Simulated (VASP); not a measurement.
# Bi (Im-3m) in VASP: further runs

The runs below take Bi through single point, with r2SCAN+D3(BJ).

All numbers are computed with VASP 6.6.1; they aren't measurements. Logs are shortened: lines on timing, memory, paths and dates and some standing lists are left out, and cuts for length are marked.

**1. The cell of the first run**

Symmetry: Im-3m, No. 229, cubic system. The conventional cell has a = 3.909 Å, b = 3.909 Å, c = 3.909 Å, α = 90.00°, β = 90.00°, γ = 90.00°. Within 4.5 Å of Bi (site symmetry m-3m) lie 14 Bi at 3.39 to 3.91 Å.

This isn't the form of Bi at room conditions, which is rhombohedral.

**2. Single point, r2SCAN+D3(BJ)**

Contents of POSCAR:

```
Bi
1.0
   -1.9546511608      1.9546511608      1.9546511608
    1.9546511608     -1.9546511608      1.9546511608
    1.9546511608      1.9546511608     -1.9546511608
Bi
1
Direct
    0.0000000000      0.0000000000      0.0000000000
```

Contents of INCAR.step1:

```
ALGO = Normal
EDIFF = 1E-4
ENCUT = 520
GGA = PE
ISMEAR = -1
LASPH = True
LCHARG = False
LREAL = False
LWAVE = True
NBANDS = 14
NELM = 60
PREC = Accurate
SIGMA = 0.05
```

Contents of INCAR.step2:

```
ALGO = Normal
EDIFF = 1E-7
ENCUT = 520
ISIF = 2
ISMEAR = -1
ISTART = 1
IVDW = 12
LASPH = True
LCHARG = False
LMIXTAU = True
LREAL = False
LWAVE = False
METAGGA = R2SCAN
NBANDS = 14
NELM = 60
PREC = Accurate
SIGMA = 0.05
VDW_A1 = 0.49484001
VDW_A2 = 5.73083694
VDW_S6 = 1.0
VDW_S8 = 0.78981345
```

Contents of KPOINTS:

```
k-points
0
Gamma
  9 9 9
```

Potentials or basis: VASP PAW PBE potentials, release 64 (Bi_d).

Run with:

```bash
$ cat potpaw_PBE.64/Bi_d/POTCAR > POTCAR
$ cp INCAR.step1 INCAR
$ mpirun -np 1 vasp_std > vasp.out
$ cp INCAR.step2 INCAR
$ mpirun -np 1 vasp_std > vasp.out
```

OUTCAR:

```text
EDIFF = 1E-7
   ENCUT = 520
   ISIF = 2
   ISMEAR = -1
   ISTART = 1
   IVDW = 12
   LASPH = True
   LREAL = False
   METAGGA = R2SCAN
   NELM = 60
   PREC = Accurate
 IVDW          = 12

 ion  position               nearest neighbor table
   1  0.000  0.000  0.000-

  LATTYP: Found a body centered cubic cell.
 ALAT       =     3.9093023216

  Lattice vectors:

 A1 = (  -1.9546511608,   1.9546511608,   1.9546511608)
 A2 = (   1.9546511608,  -1.9546511608,   1.9546511608)
 A3 = (   1.9546511608,   1.9546511608,  -1.9546511608)

Analysis of symmetry for initial positions (statically):
=====================================================================
 Subroutine PRICEL returns:
 Original cell was already a primitive cell.

 Routine SETGRP: Setting up the symmetry group for a
 body centered cubic supercell.

 Subroutine GETGRP returns: Found 48 space group operations
 (whereof 48 operations were pure point group operations)
 out of a pool of 48 trial point group operations.

The static configuration has the point symmetry O_h .

Analysis of symmetry for dynamics (positions and initial velocities):
=====================================================================
 Subroutine PRICEL returns:
 Original cell was already a primitive cell.

 Routine SETGRP: Setting up the symmetry group for a
 body centered cubic supercell.

 Subroutine GETGRP returns: Found 48 space group operations
 (whereof 48 operations were pure point group operations)
 out of a pool of 48 trial point group operations.

The dynamic configuration has the point symmetry O_h .

 Subroutine INISYM returns: Found 48 space group operations
 (whereof 48 operations are pure point group operations),
 and found     1 'primitive' translations

----------------------------------------------------------------------------------------

                                     Primitive cell

  volume of cell :      29.8722

  direct lattice vectors                    reciprocal lattice vectors
    -1.954651161  1.954651161  1.954651161     0.000000000  0.255800119  0.255800119
     1.954651161 -1.954651161  1.954651161     0.255800119  0.000000000  0.255800119
     1.954651161  1.954651161 -1.954651161     0.255800119  0.255800119  0.000000000

  length of vectors
     3.385555122  3.385555122  3.385555122     0.361755998  0.361755998  0.361755998

  position of ions in fractional coordinates (direct lattice)
     0.000000000  0.000000000  0.000000000

  ion indices of the primitive-cell ions
   primitive index   ion index
                 1           1

----------------------------------------------------------------------------------------

 KPOINTS: k-points

Automatic generation of k-mesh.
 Grid dimensions read from file:
 generate k-points for:    9    9    9

 Generating k-lattice:

  Cartesian coordinates                     Fractional coordinates (reciprocal lattice)
     0.000000000  0.028422235  0.028422235     0.111111111  0.000000000  0.000000000
     0.028422235  0.000000000  0.028422235     0.000000000  0.111111111  0.000000000
     0.028422235  0.028422235  0.000000000     0.000000000  0.000000000  0.111111111

  Length of vectors
     0.040195111  0.040195111  0.040195111

  Shift w.r.t. Gamma in fractional coordinates (k-lattice)
     0.000000000  0.000000000  0.000000000

 Subroutine IBZKPT returns following result:
 ===========================================

 Found     35 irreducible k-points:

 Following reciprocal coordinates:
            Coordinates               Weight
  0.000000  0.000000  0.000000      1.000000
  0.111111  0.000000  0.000000     12.000000
  0.222222  0.000000  0.000000     12.000000
  0.333333  0.000000  0.000000     12.000000
  0.444444  0.000000  0.000000     12.000000
  0.111111  0.111111  0.000000     24.000000
[... 16 lines left out ...]
 -0.333333  0.444444  0.111111     48.000000
 -0.444444 -0.444444  0.111111     24.000000
 [... further k-points ...]
   k-points           NKPTS =     35   k-points in BZ     NKDIM =     35   number of bands    NBANDS=     14
   number of dos      NEDOS =    301   number of ions     NIONS =      1
   total plane-waves  NPLWV =  21952
   dimension x,y,z NGX =    28 NGY =   28 NGZ =   28
   dimension x,y,z NGXF=    56 NGYF=   56 NGZF=   56
   ions per type =               1
   NGX,Y,Z   is equivalent  to a cutoff of  13.75, 13.75, 13.75 a.u.
   NGXF,Y,Z  is equivalent  to a cutoff of  27.50, 27.50, 27.50 a.u.
 SYSTEM =  unknown system
   PREC   = accura    normal or accurate (medium, high low for compatibility)
   ISTART =      1    job   : 0-new  1-cont  2-samecut
   ICHARG =      0    charge: 1-file 2-atom 10-const
   ISPIN  =      1    spin polarized calculation?
   LNONCOLLINEAR =      F non collinear calculations
   LSORBIT =      F    spin-orbit coupling
   LASPH  =      T    aspherical Exc in radial PAW
   ENCUT  =  520.0 eV  38.22 Ry    6.18 a.u.   6.29  6.29  6.29*2*pi/ulx,y,z
   NELM   =     60;   NELMIN=  2; NELMDL=  0     # of ELM steps
   EDIFF  = 0.1E-06   stopping-criterion for ELM
   LREAL  =      F    real-space projection
   EDIFFG = 0.1E-05   stopping-criterion for IOM
   NSW    =      0    number of steps for IOM
   IBRION =     -1    ionic relax: 0-MD 1-quasi-New 2-CG
   NFREE  =      0    steps in history (QN), initial steepest desc. (CG)
   ISIF   =      2    stress and relaxation
   ISYM   =      2    0-nonsym 1-usesym 2-fastsym
   POTIM  = 0.5000    time-step for ionic-motion
   TEBEG  =    0.0;   TEEND  =   0.0 temperature during run
   PSTRESS=    0.0 pullay stress
   NELECT =      15.0000    total number of electrons
   NUPDOWN=      -1.0000    fix difference up-down
   EMIN   =  10.00;   EMAX   =-10.00  energy-range for DOS
   EFERMI =   0.00;   METHOD = LEGACY
   ISMEAR =    -1;   SIGMA  =   0.05  broadening in eV -4-tet -1-fermi 0-gaus
   EFERMI_NEDOS =   21; number of points for ismear=-14 and -15
   IALGO  =     38    algorithm
   IMIX   =      4    mixing-type and parameters
     AMIX     =   0.40;   BMIX     =  1.00
     AMIX_MAG =   1.60;   BMIX_MAG =  1.00
  volume/ion in A,a.u.               =      29.87       201.59
  Fermi-wavevector in a.u.,A,eV,Ry     =   1.301216  2.458941 23.036875  1.693163
  Thomas-Fermi vector in A             =   2.432364
   LORBIT       =      0    0 simple, 1 ext, 2 COOP (PROOUT), +10 PAW based schemes
   METAGGA = R2SCAN    functional components
   LHFCALC =     F    Hartree Fock is set to
   AEXX    =    0.0000 exact exchange contribution
   IVDW    =    12    specifies the selected vdW correction
   LEPSILON=     F    determine dielectric tensor
   LRPA    =     F    only Hartree local field effects (RPA)
 non-spin polarized calculation
  energy-cutoff  :      520.00
  volume of cell :       29.87
 maximum number of plane-waves:       816
 NGX is ok and might be reduce to    28
   NGX = 13   NGY = 13   NGZ = 13

 number of electron      15.0000001 magnetization

 Free energy of the ion-electron system (eV)
  ---------------------------------------------------
  ext. energy  EPLUGINS =         0.00000000
  ---------------------------------------------------
  free energy    TOTEN  =       -58.27769727 eV

  energy without entropy =      -58.27309777  energy(sigma->0) =      -58.27539752

 E-fermi :   8.5166     XC(G=0): -11.2834

 val. band max:        8.4819512956   @ k =   0.2222   0.0000   0.0000
 cond. band min:       8.5436179577   @ k =  -0.2222   0.2222   0.1111
 fundamental gap:      0.0616666621
 Fermi energy:         8.5166285013

 k-point     1 :       0.0000    0.0000    0.0000
  band No.  band energies     occupation
      1     -15.4225      2.00000
      2     -15.4225      2.00000
      3     -15.4225      2.00000
      4     -15.2594      2.00000
      5     -15.2594      2.00000
      6      -6.0683      2.00000
      7      14.0192      0.00000
      8      14.0192      0.00000
      9      14.0192      0.00000
     10      19.0481      0.00000
     11      19.6421      0.00000
     12      19.6421      0.00000
     13      19.6421      0.00000
     14      20.7976      0.00000

 k-point     2 :       0.1111    0.0000    0.0000
  band No.  band energies     occupation
      1     -15.4284      2.00000
      2     -15.4127      2.00000
      3     -15.3920      2.00000
      4     -15.2662      2.00000
      5     -15.2607      2.00000
      6      -5.8184      2.00000
      7      11.8969      0.00000
      8      13.2796      0.00000
      9      13.7997      0.00000
     10      17.9754      0.00000
     11      18.6133      0.00000
     12      19.3968      0.00000
     13      20.4180      0.00000
     14      21.8384      0.00000

 k-point     3 :       0.2222    0.0000    0.0000
  band No.  band energies     occupation
      1     -15.4435      2.00000
      2     -15.3936      2.00000
      3     -15.3138      2.00000
      4     -15.2791      2.00000
      5     -15.2640      2.00000
      6      -5.0831      2.00000
      7       8.4820      1.33351
      8      11.9029      0.00000
      9      13.2328      0.00000
     10      16.4928      0.00000
     11      17.5549      0.00000
     12      19.6054      0.00000
     13      21.3766      0.00000
     14      24.0939      0.00000
[... 324 lines left out ...]
 k-point    23 :      -0.3333    0.4444    0.1111
  band No.  band energies     occupation
      1     -15.4070      2.00000
      2     -15.3623      2.00000
      3     -15.3042      2.00000
      4     -15.2807      2.00000
      5     -15.1962      2.00000
      6      -2.7578      2.00000
      7       4.6231      2.00000
      8       7.8125      2.00000
      9      11.3648      0.00000
     10      16.3098      0.00000
     11      17.3134      0.00000
     12      20.6846      0.00000
     13      20.9681      0.00000
     14      24.8724      0.00000

 k-point    24 :      -0.4444   -0.4444    0.1111
  band No.  band energies     occupation
      1     -15.4103      2.00000
      2     -15.3672      2.00000
      3     -15.3122      2.00000
      4     -15.2665      2.00000
      5     -15.1717      2.00000
      6      -2.0876      2.00000
      7       3.5626      2.00000
      8       7.4146      2.00000
      9      11.2895      0.00000
     10      16.4547      0.00000
     11      17.9955      0.00000
     12      19.1138      0.00000
     13      20.6945      0.00000
     14      27.4252      0.00000

 [... further k-points ...]

------------------------ aborting loop because EDIFF is reached ----------------------------------------

 Edisp (eV)   -0.25007

 E8    (eV) :    -0.0994

  FORCE on cell =-STRESS in cart. coord.  units (eV):
  Direction    XX          YY          ZZ          XY          YZ          ZX
  --------------------------------------------------------------------------------------
  -------------------------------------------------------------------------------------
  Total       0.22357     0.22357     0.22357    -0.00000    -0.00000    -0.00000
  in kB      11.99086    11.99086    11.99086    -0.00000    -0.00000    -0.00000
  external pressure =       11.99 kB  Pullay stress =        0.00 kB

 VOLUME and BASIS-vectors are now :
 -----------------------------------------------------------------------------
  energy-cutoff  :      520.00
  volume of cell :       29.87
      direct lattice vectors                 reciprocal lattice vectors
    -1.954651161  1.954651161  1.954651161     0.000000000  0.255800119  0.255800119
     1.954651161 -1.954651161  1.954651161     0.255800119  0.000000000  0.255800119
     1.954651161  1.954651161 -1.954651161     0.255800119  0.255800119  0.000000000

 POSITION                                       TOTAL-FORCE (eV/Angst)
 -----------------------------------------------------------------------------------
      0.00000      0.00000      0.00000         0.000000     -0.000000      0.000000
 -----------------------------------------------------------------------------------
    total drift:                               -0.000000     -0.000000     -0.000000

  FREE ENERGIE OF THE ION-ELECTRON SYSTEM (eV)
  ---------------------------------------------------
  free  energy   TOTEN  =       -58.5277701983 eV

  energy  without entropy=      -58.5231706978  energy(sigma->0) =      -58.52547045
```

Run time: 2.3 min. Hardware: 1 thread of Intel Xeon 8259CL, shared host; peak memory 0.17 GiB.

Results:

| Quantity | Value |
| --- | --- |
| Free energy | -58.5278 eV |
| Pressure | 1.2 GPa |
| Band gap on the k mesh | zero (an odd number of electrons rules out a gap without spin polarisation) |
| Dispersion energy per atom | -0.250 eV |

Caveat: the PAW data sets were made with another functional, which shifts forces and pressure a little; spin-orbit coupling is left out, which moves the levels of the heavy elements.

(Continued in part 2 of 2.)
